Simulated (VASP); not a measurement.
# Pd (Fm-3m) in VASP: notebook

Runs on Pd. Level: PBE. Tasks: single point.

Everything below comes from runs of VASP 6.6.1. Logs are shortened: lines on timing, memory, paths and dates and some standing lists are left out, and cuts for length are marked.

## (1) The cell of the first run

The structure is cubic, space group Fm-3m (No. 225). Conventional cell: a = 3.947 Å, b = 3.947 Å, c = 3.947 Å, α = 90.00°, β = 90.00°, γ = 90.00°. Within 3.7 Å of Pd (site symmetry m-3m) lie 12 Pd at 2.79 Å.

## (2) Single point, PBE, collinear spin, ferromagnetic start

Input file INCAR:

```
PREC = Accurate
ENCUT = 520
EDIFF = 1E-7
ISMEAR = -1
SIGMA = 0.05
LREAL = F
LASPH = T
NELM = 150
ALGO = Normal
ISIF = 2
LWAVE = F
LCHARG = T
ISPIN = 2
MAGMOM = 0.288
LORBIT = 11
LMAXMIX = 4
GGA = PE
LELF = T
LVHAR = T
NBANDS = 15
```

Input file KPOINTS:

```
Automatic mesh
0
Gamma
  4 4 4
```

Input file POSCAR:

```
Pd
1.0
    0.0000000000      1.9737080107      1.9737080107
    1.9737080107      0.0000000000      1.9737080107
    1.9737080107      1.9737080107      0.0000000000
Pd
1
Direct
    0.0000000000      0.0000000000      0.0000000000
```

Potentials or basis: VASP PAW PBE potentials, release 64 (Pd).

Started as:

```bash
$ cat potpaw_PBE.64/Pd/POTCAR > POTCAR
$ mpirun -np 1 vasp_std > vasp.out
```

OUTCAR:

```text
PREC = Accurate
   ENCUT = 520
   EDIFF = 1E-7
   ISMEAR = -1
   LREAL = F
   LASPH = T
   NELM = 150
   ISIF = 2
   ISPIN = 2
   LORBIT = 11
   GGA = PE

 ion  position               nearest neighbor table
   1  0.000  0.000  0.000-

  LATTYP: Found a face centered cubic cell.
 ALAT       =     3.9474160214

  Lattice vectors:

 A1 = (   0.0000000000,   1.9737080107,   1.9737080107)
 A2 = (   1.9737080107,   0.0000000000,   1.9737080107)
 A3 = (   1.9737080107,   1.9737080107,   0.0000000000)

Analysis of symmetry for initial positions (statically):
=====================================================================
 Subroutine PRICEL returns:
 Original cell was already a primitive cell.

 Routine SETGRP: Setting up the symmetry group for a
 face centered cubic supercell.

 Subroutine GETGRP returns: Found 48 space group operations
 (whereof 48 operations were pure point group operations)
 out of a pool of 48 trial point group operations.

The static configuration has the point symmetry O_h .

Analysis of symmetry for dynamics (positions and initial velocities):
=====================================================================
 Subroutine PRICEL returns:
 Original cell was already a primitive cell.

 Routine SETGRP: Setting up the symmetry group for a
 face centered cubic supercell.

 Subroutine GETGRP returns: Found 48 space group operations
 (whereof 48 operations were pure point group operations)
 out of a pool of 48 trial point group operations.

The dynamic configuration has the point symmetry O_h .

Analysis of structural, dynamic, and magnetic symmetry:
=====================================================================
 Subroutine PRICEL returns:
 Original cell was already a primitive cell.

 Routine SETGRP: Setting up the symmetry group for a
 face centered cubic supercell.

 Subroutine GETGRP returns: Found 48 space group operations
 (whereof 48 operations were pure point group operations)
 out of a pool of 48 trial point group operations.

The overall configuration has the point symmetry O_h .

 Subroutine INISYM returns: Found 48 space group operations
 (whereof 48 operations are pure point group operations),
 and found     1 'primitive' translations

----------------------------------------------------------------------------------------

                                     Primitive cell

  volume of cell :      15.3773

  direct lattice vectors                    reciprocal lattice vectors
     0.000000000  1.973708011  1.973708011    -0.253330278  0.253330278  0.253330278
     1.973708011  0.000000000  1.973708011     0.253330278 -0.253330278  0.253330278
     1.973708011  1.973708011  0.000000000     0.253330278  0.253330278 -0.253330278

  length of vectors
     2.791244637  2.791244637  2.791244637     0.438780913  0.438780913  0.438780913

  position of ions in fractional coordinates (direct lattice)
     0.000000000  0.000000000  0.000000000

  ion indices of the primitive-cell ions
   primitive index   ion index
                 1           1

----------------------------------------------------------------------------------------

 KPOINTS: Automatic mesh

Automatic generation of k-mesh.
 Grid dimensions read from file:
 generate k-points for:    4    4    4

 Generating k-lattice:

  Cartesian coordinates                     Fractional coordinates (reciprocal lattice)
    -0.063332570  0.063332570  0.063332570     0.250000000  0.000000000  0.000000000
     0.063332570 -0.063332570  0.063332570     0.000000000  0.250000000  0.000000000
     0.063332570  0.063332570 -0.063332570     0.000000000  0.000000000  0.250000000

  Length of vectors
     0.109695228  0.109695228  0.109695228

  Shift w.r.t. Gamma in fractional coordinates (k-lattice)
     0.000000000  0.000000000  0.000000000

 Subroutine IBZKPT returns following result:
 ===========================================

 Found      8 irreducible k-points:

 Following reciprocal coordinates:
            Coordinates               Weight
  0.000000  0.000000  0.000000      1.000000
  0.250000  0.000000  0.000000      8.000000
  0.500000  0.000000  0.000000      4.000000
  0.250000  0.250000  0.000000      6.000000
  0.500000  0.250000  0.000000     24.000000
 -0.250000  0.250000  0.000000     12.000000
  0.500000  0.500000  0.000000      3.000000
 -0.250000  0.500000  0.250000      6.000000
   k-points           NKPTS =      8   k-points in BZ     NKDIM =      8   number of bands    NBANDS=     15
   number of dos      NEDOS =    301   number of ions     NIONS =      1
   total plane-waves  NPLWV =  13824
   dimension x,y,z NGX =    24 NGY =   24 NGZ =   24
   dimension x,y,z NGXF=    48 NGYF=   48 NGZF=   48
   ions per type =               1
   NGX,Y,Z   is equivalent  to a cutoff of  14.29, 14.29, 14.29 a.u.
   NGXF,Y,Z  is equivalent  to a cutoff of  28.59, 28.59, 28.59 a.u.
 SYSTEM =  unknown system
   PREC   = accura    normal or accurate (medium, high low for compatibility)
   ISTART =      0    job   : 0-new  1-cont  2-samecut
   ICHARG =      2    charge: 1-file 2-atom 10-const
   ISPIN  =      2    spin polarized calculation?
   LNONCOLLINEAR =      F non collinear calculations
   LSORBIT =      F    spin-orbit coupling
   LASPH  =      T    aspherical Exc in radial PAW
   ENCUT  =  520.0 eV  38.22 Ry    6.18 a.u.   5.19  5.19  5.19*2*pi/ulx,y,z
   NELM   =    150;   NELMIN=  2; NELMDL= -5     # of ELM steps
   EDIFF  = 0.1E-06   stopping-criterion for ELM
   LREAL  =      F    real-space projection
   EDIFFG = 0.1E-05   stopping-criterion for IOM
   NSW    =      0    number of steps for IOM
   IBRION =     -1    ionic relax: 0-MD 1-quasi-New 2-CG
   NFREE  =      0    steps in history (QN), initial steepest desc. (CG)
   ISIF   =      2    stress and relaxation
   ISYM   =      2    0-nonsym 1-usesym 2-fastsym
   POTIM  = 0.5000    time-step for ionic-motion
   TEBEG  =    0.0;   TEEND  =   0.0 temperature during run
   PSTRESS=    0.0 pullay stress
   NELECT =      10.0000    total number of electrons
   NUPDOWN=      -1.0000    fix difference up-down
   EMIN   =  10.00;   EMAX   =-10.00  energy-range for DOS
   EFERMI =   0.00;   METHOD = LEGACY
   ISMEAR =    -1;   SIGMA  =   0.05  broadening in eV -4-tet -1-fermi 0-gaus
   EFERMI_NEDOS =   21; number of points for ismear=-14 and -15
   IALGO  =     38    algorithm
   IMIX   =      4    mixing-type and parameters
     AMIX     =   0.40;   BMIX     =  1.00
     AMIX_MAG =   1.60;   BMIX_MAG =  1.00
  volume/ion in A,a.u.               =      15.38       103.77
  Fermi-wavevector in a.u.,A,eV,Ry     =   1.418345  2.680284 27.370881  2.011703
  Thomas-Fermi vector in A             =   2.539480
   LORBIT       =     11    0 simple, 1 ext, 2 COOP (PROOUT), +10 PAW based schemes
   GGA     = PE    functional components
   LHFCALC =     F    Hartree Fock is set to
   AEXX    =    0.0000 exact exchange contribution
   IVDW    =     0    specifies the selected vdW correction
   LEPSILON=     F    determine dielectric tensor
   LRPA    =     F    only Hartree local field effects (RPA)
 spin polarized calculation
  energy-cutoff  :      520.00
  volume of cell :       15.38
 maximum number of plane-waves:       416
 NGX is ok and might be reduce to    24
   NGX = 11   NGY = 11   NGZ = 11

 number of electron      10.0000000 magnetization       0.4554881

 Free energy of the ion-electron system (eV)
  ---------------------------------------------------
  ext. energy  EPLUGINS =         0.00000000
  ---------------------------------------------------
  free energy    TOTEN  =        -5.38443920 eV

  energy without entropy =       -5.36640391  energy(sigma->0) =       -5.37542155

 E-fermi :   9.3930     XC(G=0): -12.9086

 val. band max:        9.3352051988   @ k =   0.5000   0.0000   0.0000
 cond. band min:       9.4230057037   @ k =   0.5000   0.2500   0.0000
 fundamental gap:      0.0878005049
 Fermi energy:         9.3930089603

 spin component 1

 k-point     1 :       0.0000    0.0000    0.0000
  band No.  band energies     occupation
      1       2.2728      1.00000
      2       6.3238      1.00000
      3       6.3238      1.00000
      4       6.3238      1.00000
      5       7.8716      1.00000
      6       7.8716      1.00000
      7      26.2699      0.00000
      8      30.8047      0.00000
      9      30.8047      0.00000
     10      30.8047      0.00000
     11      35.3403      0.00000
     12      36.1026      0.00000
     13      38.8633      0.00000
     14      38.8633      0.00000
     15      38.8633      0.00000
[... 109 lines left out ...]
 k-point     8 :      -0.2500    0.5000    0.2500
  band No.  band energies     occupation
      1       5.0070      1.00000
      2       5.8366      1.00000
      3       5.8366      1.00000
      4       7.7956      1.00000
      5       9.2251      0.96636
      6      17.7461      0.00000
      7      17.7461      0.00000
      8      19.1166      0.00000
      9      20.3798      0.00000
     10      34.4397      0.00000
     11      34.4397      0.00000
     12      35.4814      0.00000
     13      37.1136      0.00000
     14      42.0409      0.00000
     15      43.6224      0.00000
 Fermi energy:         9.3930089603

 spin component 2

 k-point     1 :       0.0000    0.0000    0.0000
  band No.  band energies     occupation
      1       2.2859      1.00000
      2       6.6908      1.00000
      3       6.6908      1.00000
      4       6.6908      1.00000
      5       8.1602      1.00000
      6       8.1602      1.00000
      7      26.2628      0.00000
      8      30.7967      0.00000
      9      30.7967      0.00000
     10      30.7967      0.00000
     11      35.6781      0.00000
     12      36.3236      0.00000
     13      38.9293      0.00000
     14      38.9293      0.00000
     15      38.9293      0.00000
[... 109 lines left out ...]
 k-point     8 :      -0.2500    0.5000    0.2500
  band No.  band energies     occupation
      1       5.1964      1.00000
      2       6.1444      1.00000
      3       6.1444      1.00000
      4       8.0652      1.00000
      5       9.6620      0.00459
      6      17.8494      0.00000
      7      17.8494      0.00000
      8      19.2343      0.00000
      9      20.4652      0.00000
     10      34.4703      0.00000
     11      34.4703      0.00000
     12      36.0886      0.00000
     13      37.1969      0.00000
     14      42.1506      0.00000
     15      44.1097      0.00000

------------------------ aborting loop because EDIFF is reached ----------------------------------------

  FORCE on cell =-STRESS in cart. coord.  units (eV):
  Direction    XX          YY          ZZ          XY          YZ          ZX
  --------------------------------------------------------------------------------------
  -------------------------------------------------------------------------------------
  Total       -0.0636714     -0.0636714     -0.0636714      0.0000000      0.0000000      0.0000000
  in kB       -6.6340148     -6.6340148     -6.6340148      0.0000000      0.0000000      0.0000000
  external PRESSURE =      -6.6340148 kB  Pullay stress =       0.0000000 kB

 VOLUME and BASIS-vectors are now :
 -----------------------------------------------------------------------------
  energy-cutoff  :      520.00
  volume of cell :       15.38
      direct lattice vectors                 reciprocal lattice vectors
     0.000000000  1.973708011  1.973708011    -0.253330278  0.253330278  0.253330278
     1.973708011  0.000000000  1.973708011     0.253330278 -0.253330278  0.253330278
     1.973708011  1.973708011  0.000000000     0.253330278  0.253330278 -0.253330278

 POSITION                                       TOTAL-FORCE (eV/Angst)
 -----------------------------------------------------------------------------------
      0.00000      0.00000      0.00000         0.000000      0.000000      0.000000
 -----------------------------------------------------------------------------------
    total drift:                               -0.000000      0.000000     -0.000000

  FREE ENERGIE OF THE ION-ELECTRON SYSTEM (eV)
  ---------------------------------------------------
  free  energy   TOTEN  =        -5.3844392007 eV

  energy  without entropy=       -5.3664039067  energy(sigma->0) =       -5.37542155

 total charge

# of ion       s       p       d       tot
------------------------------------------
    1        0.479   0.400   8.491   9.370

 magnetization (x)

# of ion       s       p       d       tot
------------------------------------------
    1       -0.006  -0.011   0.475   0.459
```

Wall time 3.6 s (1 thread of Intel Xeon 6975P-C (Granite Rapids), shared host); peak memory 0.14 GiB.

What came out:

| Property | Result |
| --- | --- |
| Free energy | -5.3844 eV |
| Pressure | -0.7 GPa |
| Net moment | 0.46 μB per cell |
| Site moments | Pd +0.46 μB |
| Valence electrons inside the program's atomic spheres | Pd 9.37 |

Caveat: the k points lie up to 0.69 Å⁻¹ apart.

## (3) Single point, PBE, collinear spin, ferromagnetic start

Input file INCAR:

```
SYSTEM = Pd
ALGO = Normal ; EDIFF = 1E-6
ENCUT = 520 ; GGA = PE
ISIF = 2 ; ISMEAR = -1
ISPIN = 2 ; LASPH = .TRUE.
LCHARG = .FALSE. ; LMAXMIX = 4
LORBIT = 11 ; LREAL = .FALSE.
LWAVE = .FALSE. ; MAGMOM = 0.288
NBANDS = 15 ; NELM = 150
PREC = Accurate ; SIGMA = 0.05
```

Input file KPOINTS:

```
k-points
0
G
  5 5 5
  0 0 0
```

POSCAR is that of step 2.

Potentials or basis: VASP PAW PBE potentials, release 64 (Pd).

Started as:

```bash
$ cat potpaw_PBE.64/Pd/POTCAR > POTCAR
$ mpirun -np 1 vasp_std > vasp.out
```

OUTCAR:

```text
SYSTEM = Pd
   EDIFF = 1E-6
   ENCUT = 520
   GGA = PE
   ISIF = 2
   ISMEAR = -1
   ISPIN = 2
   LASPH = .TRUE.
   LORBIT = 11
   LREAL = .FALSE.
   NELM = 150
   PREC = Accurate

 ion  position               nearest neighbor table
   1  0.000  0.000  0.000-

  LATTYP: Found a face centered cubic cell.
 ALAT       =     3.9474160214

  Lattice vectors:
[... 549 lines left out ...]

  FORCE on cell =-STRESS in cart. coord.  units (eV):
  Direction    XX          YY          ZZ          XY          YZ          ZX
  --------------------------------------------------------------------------------------
  -------------------------------------------------------------------------------------
  Total        0.1371718      0.1371718      0.1371718      0.0000000      0.0000000     -0.0000000
  in kB       14.2921267     14.2921267     14.2921267      0.0000000      0.0000000     -0.0000000
  external PRESSURE =      14.2921267 kB  Pullay stress =       0.0000000 kB

 VOLUME and BASIS-vectors are now :
 -----------------------------------------------------------------------------
  energy-cutoff  :      520.00
  volume of cell :       15.38
      direct lattice vectors                 reciprocal lattice vectors
     0.000000000  1.973708011  1.973708011    -0.253330278  0.253330278  0.253330278
     1.973708011  0.000000000  1.973708011     0.253330278 -0.253330278  0.253330278
     1.973708011  1.973708011  0.000000000     0.253330278  0.253330278 -0.253330278

 POSITION                                       TOTAL-FORCE (eV/Angst)
 -----------------------------------------------------------------------------------
      0.00000      0.00000      0.00000         0.000000      0.000000      0.000000
 -----------------------------------------------------------------------------------
    total drift:                               -0.000000      0.000000     -0.000000

  FREE ENERGIE OF THE ION-ELECTRON SYSTEM (eV)
  ---------------------------------------------------
  free  energy   TOTEN  =        -5.0950542021 eV

  energy  without entropy=       -5.0728916361  energy(sigma->0) =       -5.08397292

 total charge

# of ion       s       p       d       tot
------------------------------------------
    1        0.459   0.443   8.456   9.358

 magnetization (x)

# of ion       s       p       d       tot
------------------------------------------
    1       -0.005  -0.008   0.377   0.364
```

stdout:

```text
POSCAR found type information on POSCAR Pd
 POSCAR found :  1 types and       1 ions
 scaLAPACK will be used
 LDA part: xc-table for (Slater+PW92), standard interpolation
 POSCAR, INCAR and KPOINTS ok, starting setup
 FFT: planning ... GRIDC
 FFT: planning ... GRID_SOFT
 FFT: planning ... GRID
 WAVECAR not read
 entering main loop
```

Wall time 3.6 s (1 thread of Intel Xeon 6975P-C (Granite Rapids), shared host); peak memory 0.14 GiB.

What came out:

* Free energy: -5.0951 eV
* Pressure: 1.4 GPa
* Net moment: 0.36 μB per cell
* Site moments: Pd +0.36 μB
* Valence electrons inside the program's atomic spheres: Pd 9.36

Levels at points of the mesh, in eV from the Fermi level:
Spin up:
```csv
k point,band 1,band 2,band 3,band 4,band 5,band 6,band 7,band 8,band 9,band 10
"(0.00, 0.00, 0.00)",-6.87,-2.83,-2.83,-2.83,-1.29,-1.29,17.12,21.66,21.66,21.66
```
Spin down:
```csv
k point,band 2,band 3,band 4,band 5,band 6,band 7,band 8,band 9
"(0.00, 0.00, 0.00)",-2.54,-2.54,-2.54,-1.07,-1.07,17.12,21.65,21.65
```

Caveat: the k points lie up to 0.55 Å⁻¹ apart.
